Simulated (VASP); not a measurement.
Here is a VASP 6.6.1 calculation.

Contents of POSCAR:

```
NaI
1.0
    0.0000000000      3.1637893945      3.1637893945
    3.1637893945      0.0000000000      3.1637893945
    3.1637893945      3.1637893945      0.0000000000
Na I
1 1
Direct
    0.0000000000      0.0000000000      0.0000000000
    0.5000000000      0.5000000000      0.5000000000
```

The input INCAR.step1:

```
SYSTEM = NaI
PREC = Accurate
ENCUT = 520
ISMEAR = 0
SIGMA = 0.01
LREAL = .FALSE.
LASPH = .TRUE.
NELM = 100
NBANDS = 14
GGA = PE
ALGO = Normal
EDIFF = 1E-4
LWAVE = .TRUE.
LCHARG = .FALSE.
```

Contents of INCAR.step2:

```
SYSTEM = NaI
PREC = Accurate
ENCUT = 520
EDIFF = 1E-7
ISMEAR = 0
SIGMA = 0.01
LREAL = .FALSE.
LASPH = .TRUE.
NELM = 100
ALGO = Normal
ISIF = 2
LWAVE = .FALSE.
LCHARG = .FALSE.
METAGGA = R2SCAN
LMIXTAU = .TRUE.
NBANDS = 14
ISTART = 1
```

File KPOINTS:

```
Automatic mesh
0
G
  6 6 6
  0 0 0
```

Potentials or basis: VASP PAW PBE potentials, release 64 (Na_pv, I).

Launch:

```console
$ cat potpaw_PBE.64/Na_pv/POTCAR potpaw_PBE.64/I/POTCAR > POTCAR
$ cp INCAR.step1 INCAR
$ mpirun -np 1 vasp_std > vasp.out
$ cp INCAR.step2 INCAR
$ mpirun -np 1 vasp_std > vasp.out
```

(1) Estimate the band gap on the k mesh.

(2) What does it give for the pressure?

Answers

(1) 4.66 eV.

(2) 1.2 GPa.

Caveat: the PAW data sets were made with another functional, which shifts forces and pressure a little; spin-orbit coupling is left out, which moves the levels of the heavy elements.
